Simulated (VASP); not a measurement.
# InSbH6 (Amm2) in VASP: settings compared

The runs below take InSbH6 through single point, relaxation of cell and atoms, with PBEsol, r2SCAN+rVV10.

Everything below comes from runs of VASP 6.6.1. Logs are shortened: lines on timing, memory, paths and dates and some standing lists are left out, and cuts for length are marked.

## Step 1: The cell of the first run

It takes space group Amm2 (No. 38, orthorhombic). The conventional cell has a = 3.725 Å, b = 7.911 Å, c = 11.109 Å, α = 90.00°, β = 90.00°, γ = 90.00°. Within 2.3 Å of In (site symmetry mm2) lie 4 H at 1.72 to 2.05 Å. Within 2.3 Å of Sb (site symmetry mm2) lie 4 H at 1.72 to 1.90 Å. Within 2.3 Å of H (site symmetry m) lie 1 Sb at 1.72 Å. H (site symmetry mm2) has 2 In at 2.05 Å within 2.7 Å. Within 2.3 Å of H (site symmetry m) lie 1 In at 1.72 Å. Within 2.5 Å of H (site symmetry mm2) lie 2 Sb at 1.90 Å and 4 H at 2.39 Å.

## Step 2: Single point, PBEsol

INCAR

```
PREC = Accurate
ENCUT = 520
EDIFF = 1E-6
ISMEAR = -1
SIGMA = 0.03
LREAL = False
LASPH = True
NELM = 80
ALGO = Normal
ISIF = 2
LWAVE = False
LCHARG = True
GGA = PS
LELF = True
LVHAR = True
NBANDS = 22
```

KPOINTS

```
Automatic mesh
0
Gamma
  6 4 4
```

POSCAR

```
InSbH6
1.0
    3.7253875686      0.0000000000      0.0000000000
    0.0000000000      3.9556243248      5.5543006556
    0.0000000000     -3.9556243248      5.5543006556
In Sb H
1 1 6
Direct
    0.5000000000      0.7012773415      0.7012773415
    0.0000000000      0.9843462824      0.9843462824
    0.0000000000      0.9248942330      0.2498942903
    0.0000000000      0.2498942903      0.9248942330
    0.0000000000      0.6239570040      0.6239570040
    0.5000000000      0.5406217370     -0.0441636394
    0.5000000000     -0.0441636394      0.5406217370
    0.5000000000      0.0191737513      0.0191737513
```

Potentials or basis: VASP PAW PBE potentials, release 64 (In_d, Sb, H).

Command:

```console
$ cat potpaw_PBE.64/In_d/POTCAR potpaw_PBE.64/Sb/POTCAR potpaw_PBE.64/H/POTCAR > POTCAR
$ mpirun -np 1 vasp_std > vasp.out
```

OUTCAR:

```text
PREC = Accurate
   ENCUT = 520
   EDIFF = 1E-6
   ISMEAR = -1
   LREAL = False
   LASPH = True
   NELM = 80
   ISIF = 2
   GGA = PS

 ion  position               nearest neighbor table
   1  0.500  0.701  0.701-   6 1.72   7 1.72   5 2.05   5 2.05   2 3.65   2 3.65
   2  0.000  0.984  0.984-   3 1.72   4 1.72   8 1.90   8 1.90   1 3.65   1 3.65
   3  0.000  0.925  0.250-   2 1.72
   4  0.000  0.250  0.925-   2 1.72
   5  0.000  0.624  0.624-   1 2.05   1 2.05
   6  0.500  0.541  0.956-   1 1.72
   7  0.500  0.956  0.541-   1 1.72
   8  0.500  0.019  0.019-   2 1.90   2 1.90

  LATTYP: Found a base centered orthorhombic cell.
 ALAT       =     7.9112486496
 B/A-ratio  =     1.4041527202
 C/A-ratio  =     0.4708975452

  Lattice vectors:

 A1 = (   0.0000000000,   3.9556243248,  -5.5543006556)
 A2 = (   0.0000000000,   3.9556243248,   5.5543006556)
 A3 = (   3.7253875686,   0.0000000000,   0.0000000000)

Analysis of symmetry for initial positions (statically):
=====================================================================
 Subroutine PRICEL returns:
 Original cell was already a primitive cell.

 Routine SETGRP: Setting up the symmetry group for a
 base centered orthorhombic supercell.

 Subroutine GETGRP returns: Found  4 space group operations
 (whereof  4 operations were pure point group operations)
 out of a pool of  8 trial point group operations.

The static configuration has the point symmetry C_2v.

Analysis of symmetry for dynamics (positions and initial velocities):
=====================================================================
 Subroutine PRICEL returns:
 Original cell was already a primitive cell.

 Routine SETGRP: Setting up the symmetry group for a
 base centered orthorhombic supercell.

 Subroutine GETGRP returns: Found  4 space group operations
 (whereof  4 operations were pure point group operations)
 out of a pool of  8 trial point group operations.

The dynamic configuration has the point symmetry C_2v.

 Subroutine INISYM returns: Found  4 space group operations
 (whereof  4 operations are pure point group operations),
 and found     1 'primitive' translations

----------------------------------------------------------------------------------------

[... 101 lines left out ...]
   LASPH  =      T    aspherical Exc in radial PAW
   ENCUT  =  520.0 eV  38.22 Ry    6.18 a.u.   6.93 12.68 12.68*2*pi/ulx,y,z
   NELM   =     80;   NELMIN=  2; NELMDL= -5     # of ELM steps
   EDIFF  = 0.1E-05   stopping-criterion for ELM
   LREAL  =      F    real-space projection
   EDIFFG = 0.1E-04   stopping-criterion for IOM
   NSW    =      0    number of steps for IOM
   IBRION =     -1    ionic relax: 0-MD 1-quasi-New 2-CG
   NFREE  =      0    steps in history (QN), initial steepest desc. (CG)
   ISIF   =      2    stress and relaxation
   ISYM   =      2    0-nonsym 1-usesym 2-fastsym
   POTIM  = 0.5000    time-step for ionic-motion
   TEBEG  =    0.0;   TEEND  =   0.0 temperature during run
   PSTRESS=    0.0 pullay stress
   NELECT =      24.0000    total number of electrons
   NUPDOWN=      -1.0000    fix difference up-down
   EMIN   =  10.00;   EMAX   =-10.00  energy-range for DOS
   EFERMI =   0.00;   METHOD = LEGACY
   ISMEAR =    -1;   SIGMA  =   0.03  broadening in eV -4-tet -1-fermi 0-gaus
   EFERMI_NEDOS =   21; number of points for ismear=-14 and -15
   IALGO  =     38    algorithm
   IMIX   =      4    mixing-type and parameters
     AMIX     =   0.40;   BMIX     =  1.00
     AMIX_MAG =   1.60;   BMIX_MAG =  1.00
  volume/ion in A,a.u.               =      20.46       138.09
  Fermi-wavevector in a.u.,A,eV,Ry     =   0.863237  1.631281 10.138759  0.745178
  Thomas-Fermi vector in A             =   1.981157
   LORBIT       =      0    0 simple, 1 ext, 2 COOP (PROOUT), +10 PAW based schemes
   GGA     = PS    functional components
   LHFCALC =     F    Hartree Fock is set to
   AEXX    =    0.0000 exact exchange contribution
   IVDW    =     0    specifies the selected vdW correction
   LEPSILON=     F    determine dielectric tensor
   LRPA    =     F    only Hartree local field effects (RPA)
 non-spin polarized calculation
  energy-cutoff  :      520.00
  volume of cell :      163.70
 maximum number of plane-waves:      4436
 NGX is ok and might be reduce to    28
   NGX = 13   NGY = 25   NGZ = 25

 number of electron      24.0000002 magnetization

 Free energy of the ion-electron system (eV)
  ---------------------------------------------------
  ext. energy  EPLUGINS =         0.00000000
  ---------------------------------------------------
  free energy    TOTEN  =       -24.03956621 eV

  energy without entropy =      -24.03956621  energy(sigma->0) =      -24.03956621

 E-fermi :   0.6221     XC(G=0):  -6.2930

 val. band max:        0.0325585316   @ k =   0.0000   0.5000   0.5000
 cond. band min:       1.2171617200   @ k =   0.5000   0.5000   0.5000
 fundamental gap:      1.1846031884
 Fermi energy:         0.6221455562

 k-point     1 :       0.0000    0.0000    0.0000
  band No.  band energies     occupation
      1     -14.4423      2.00000
      2     -14.3691      2.00000
      3     -14.2933      2.00000
      4     -14.2866      2.00000
      5     -14.0939      2.00000
      6     -11.0519      2.00000
[... 589 lines left out ...]
     21       6.8498      0.00000
     22       7.5204      0.00000

 [... further k-points ...]
[... 5 lines left out ...]
  --------------------------------------------------------------------------------------
  -------------------------------------------------------------------------------------
  Total        0.0827892      0.1687137      0.0924187      0.0000000      0.0000000      0.0000000
  in kB        0.8102864      1.6512582      0.9045330      0.0000000      0.0000000      0.0000000
  external PRESSURE =       1.1220258 kB  Pullay stress =       0.0000000 kB

 VOLUME and BASIS-vectors are now :
 -----------------------------------------------------------------------------
  energy-cutoff  :      520.00
  volume of cell :      163.70
      direct lattice vectors                 reciprocal lattice vectors
     3.725387569  0.000000000  0.000000000     0.268428447  0.000000000  0.000000000
     0.000000000  3.955624325  5.554300656     0.000000000  0.126402297  0.090020334
     0.000000000 -3.955624325  5.554300656     0.000000000 -0.126402297  0.090020334

 POSITION                                       TOTAL-FORCE (eV/Angst)
 -----------------------------------------------------------------------------------
      1.86269      0.00000      7.79021         0.000000     -0.000000      0.029158
      0.00000      0.00000     10.93471         0.000000     -0.000000     -0.199681
      0.00000      2.67005      6.52513         0.000000     -0.090784      0.087285
      0.00000     -2.67005      6.52513         0.000000      0.090784      0.087285
      0.00000      0.00000      6.93129         0.000000     -0.000000     -0.007485
      1.86269     -1.64243      8.31178         0.000000      0.009165     -0.009326
      1.86269      1.64243      8.31178         0.000000     -0.009165     -0.009326
      1.86269      0.00000      0.21299         0.000000     -0.000000      0.022090
 -----------------------------------------------------------------------------------
    total drift:                                0.000000      0.000000      0.001055

  FREE ENERGIE OF THE ION-ELECTRON SYSTEM (eV)
  ---------------------------------------------------
  free  energy   TOTEN  =       -24.0395662125 eV

  energy  without entropy=      -24.0395662123  energy(sigma->0) =      -24.03956621
```

OSZICAR:

```text
N       E                     dE             d eps       ncg     rms          rms(c)
DAV:   1     0.136424385868E+03    0.13642E+03   -0.93840E+03  1232   0.909E+02
DAV:   2    -0.119214258766E+02   -0.14835E+03   -0.14276E+03  1330   0.230E+02
DAV:   3    -0.250341929705E+02   -0.13113E+02   -0.13054E+02  1608   0.774E+01
DAV:   4    -0.254033427534E+02   -0.36915E+00   -0.36903E+00  1442   0.163E+01
DAV:   5    -0.254210410436E+02   -0.17698E-01   -0.17698E-01  2110   0.303E+00    0.829E+00
DAV:   6    -0.243368897641E+02    0.10842E+01   -0.87080E-01  1868   0.871E+00    0.442E+00
DAV:   7    -0.240314796819E+02    0.30541E+00   -0.10531E+00  1598   0.550E+00    0.906E-01
DAV:   8    -0.240314270965E+02    0.52585E-04   -0.87569E-02  1436   0.234E+00    0.510E-01
DAV:   9    -0.240352342010E+02   -0.38071E-02   -0.11176E-02  1436   0.554E-01    0.198E-01
DAV:  10    -0.240378805258E+02   -0.26463E-02   -0.14781E-03  1428   0.237E-01    0.122E-01
DAV:  11    -0.240393064380E+02   -0.14259E-02   -0.79471E-04  1298   0.190E-01    0.619E-02
DAV:  12    -0.240394647641E+02   -0.15833E-03   -0.68772E-05  1504   0.536E-02    0.386E-02
DAV:  13    -0.240395590887E+02   -0.94325E-04   -0.92521E-05  1256   0.704E-02    0.160E-02
DAV:  14    -0.240395636240E+02   -0.45353E-05   -0.89610E-06  1504   0.180E-02    0.630E-03
DAV:  15    -0.240395658271E+02   -0.22031E-05   -0.22034E-06  1242   0.940E-03    0.146E-03
DAV:  16    -0.240395662125E+02   -0.38541E-06   -0.35063E-07  1242   0.426E-03
   1 F= -.24039566E+02 E0= -.24039566E+02  d E =-.188491E-09
```

stdout:

```text
POSCAR found type information on POSCAR InSbH
 POSCAR found :  3 types and       8 ions
 scaLAPACK will be used
 -----------------------------------------------------------------------------
|                                                                             |
|                                                                             |
|     You enforced a specific xc type in the INCAR file but a different       |
|     I HOPE YOU KNOW WHAT YOU ARE DOING!                                     |
|                                                                             |
 -----------------------------------------------------------------------------

 LDA part: xc-table for (Slater+PW92), standard interpolation
 POSCAR, INCAR and KPOINTS ok, starting setup
 FFT: planning ... GRIDC
 FFT: planning ... GRID_SOFT
 FFT: planning ... GRID
 WAVECAR not read
 entering main loop
```

Wall time 2.1 min (1 thread of Oxide Virtual Turin-like, shared host); peak memory 0.3 GiB.

What came out:

| Quantity | Value |
| --- | --- |
| Free energy | -24.0396 eV |
| Pressure | 0.1 GPa |
| Largest force | 0.200 eV/Å |
| Band gap on the k mesh | 1.18 eV, indirect (least direct gap 1.27 eV) |

Forces in eV/Å, atoms in the order of the input:
```
In   0.000  0.000  0.029
Sb   0.000  0.000 -0.200
H    0.000 -0.091  0.087
H    0.000  0.091  0.087
H    0.000  0.000 -0.007
H    0.000  0.009 -0.009
H    0.000 -0.009 -0.009
H    0.000  0.000  0.022
```

Stress tensor (GPa, compression positive):
```
0.08 0.00 0.00
0.00 0.17 0.00
0.00 0.00 0.09
```

Caveat: the PAW data sets were made with another functional, which shifts forces and pressure a little; spin-orbit coupling is left out, which moves the levels of the heavy elements. A k mesh can miss the band edges.

## Step 3: Single point, r2SCAN+rVV10

This run uses another cell than the first one, of 16.46 Å³/atom, 0.804 times its volume.

POSCAR

```
InSbH6
1.0
    3.7381209811      0.0000000000      0.0000000000
    0.0000000000      4.5557609736      3.8665611259
    0.0000000000     -4.5557609736      3.8665611259
In Sb H
1 1 6
Direct
    0.5000000000      0.6179703772      0.6179703772
    0.0000000000      1.0372438840      1.0372438840
    0.0000000000      1.0433271883      0.3235230128
    0.0000000000      0.3235230128      1.0433271883
    0.0000000000      0.5119751514      0.5119751514
    0.5000000000      0.5119102779     -0.1312148294
    0.5000000000     -0.1312148294      0.5119102779
    0.5000000000      0.0852659379      0.0852659379
```

INCAR.step1

```
ALGO = Normal ; EDIFF = 1E-4
ENCUT = 520 ; GGA = PE
ISMEAR = -1 ; LASPH = T
LCHARG = F ; LREAL = F
LWAVE = T ; NBANDS = 22
NELM = 80 ; PREC = Accurate
SIGMA = 0.03
```

INCAR.step2

```
ALGO = Normal ; BPARAM = 11.95
CPARAM = 0.0093 ; EDIFF = 1E-7
ENCUT = 520 ; ISIF = 2
ISMEAR = -1 ; ISTART = 1
IVDW_NL = 2 ; LASPH = T
LCHARG = T ; LELF = T
LMIXTAU = T ; LREAL = F
LUSE_VDW = T ; LVHAR = T
LWAVE = F ; METAGGA = R2SCAN
NBANDS = 22 ; NELM = 80
PREC = Accurate ; SIGMA = 0.03
```

KPOINTS

```
k-points
0
Gamma
  6 4 4
```

Potentials or basis: VASP PAW PBE potentials, release 64 (In_d, Sb, H).

Command:

```console
$ cat potpaw_PBE.64/In_d/POTCAR potpaw_PBE.64/Sb/POTCAR potpaw_PBE.64/H/POTCAR > POTCAR
$ cp INCAR.step1 INCAR
$ mpirun -np 1 vasp_std > vasp.out
$ cp INCAR.step2 INCAR
$ mpirun -np 1 vasp_std > vasp.out
```

OUTCAR:

```text
BPARAM = 11.95
   EDIFF = 1E-7
   ENCUT = 520
   ISIF = 2
   ISMEAR = -1
   ISTART = 1
   IVDW_NL = 2
   LASPH = T
   LREAL = F
   METAGGA = R2SCAN
   NELM = 80
   PREC = Accurate

 ion  position               nearest neighbor table
   1  0.500  0.618  0.618-   6 1.72   7 1.72   5 2.04   5 2.04   2 3.74   2 3.74
   2  0.000  0.037  0.037-   3 1.71   4 1.71   8 1.91   8 1.91   1 3.74   1 3.74
   3  0.000  0.043  0.324-   2 1.71
   4  0.000  0.324  0.043-   2 1.71
[... 819 lines left out ...]
  Total        0.0814270      0.0850110      0.0938053      0.0000000      0.0000000      0.0000000
  in kB        0.9906262      1.0342287      1.1412184      0.0000000      0.0000000      0.0000000
  external PRESSURE =       1.0553578 kB  Pullay stress =       0.0000000 kB

 VOLUME and BASIS-vectors are now :
 -----------------------------------------------------------------------------
  energy-cutoff  :      520.00
  volume of cell :      131.69
      direct lattice vectors                 reciprocal lattice vectors
     3.738120981  0.000000000  0.000000000     0.267514081  0.000000000  0.000000000
     0.000000000  4.555760974  3.866561126     0.000000000  0.109751149  0.129313874
     0.000000000 -4.555760974  3.866561126     0.000000000 -0.109751149  0.129313874

 POSITION                                       TOTAL-FORCE (eV/Angst)
 -----------------------------------------------------------------------------------
      1.86906      0.00000      4.77884         0.000000     -0.000000      0.017860
      0.00000      0.00000      0.28801         0.000000     -0.000000     -0.159594
      0.00000     -1.27651      1.41845         0.000000     -0.068311      0.070644
      0.00000      1.27651      1.41845         0.000000      0.068311      0.070644
      0.00000      0.00000      3.95917         0.000000     -0.000000     -0.008463
      1.86906     -1.62584      5.33854         0.000000      0.003934     -0.005554
      1.86906      1.62584      5.33854         0.000000     -0.003934     -0.005554
      1.86906      0.00000      0.65937         0.000000     -0.000000      0.020018
 -----------------------------------------------------------------------------------
    total drift:                                0.000000      0.000000      0.001138

  FREE ENERGIE OF THE ION-ELECTRON SYSTEM (eV)
  ---------------------------------------------------
  free  energy   TOTEN  =       -65.1474326573 eV

  energy  without entropy=      -65.1474326553  energy(sigma->0) =      -65.14743266
```

Wall time 7.6 min (1 thread of Oxide Virtual Turin-like, shared host); peak memory 0.52 GiB.

Results:

- Free energy: -65.1474 eV
- Pressure: 0.1 GPa
- Largest force: 0.160 eV/Å
- Band gap on the k mesh: 1.02 eV, indirect (least direct gap 1.65 eV)

Forces on the atoms (eV/Å):
```
In   0.000  0.000  0.018
Sb   0.000  0.000 -0.160
H    0.000 -0.068  0.071
H    0.000  0.068  0.071
H    0.000  0.000 -0.008
H    0.000  0.004 -0.006
H    0.000 -0.004 -0.006
H    0.000  0.000  0.020
```

Caveat: the PAW data sets were made with another functional, which shifts forces and pressure a little; spin-orbit coupling is left out, which moves the levels of the heavy elements. A k mesh can miss the band edges.

[end of part 1 of 3]
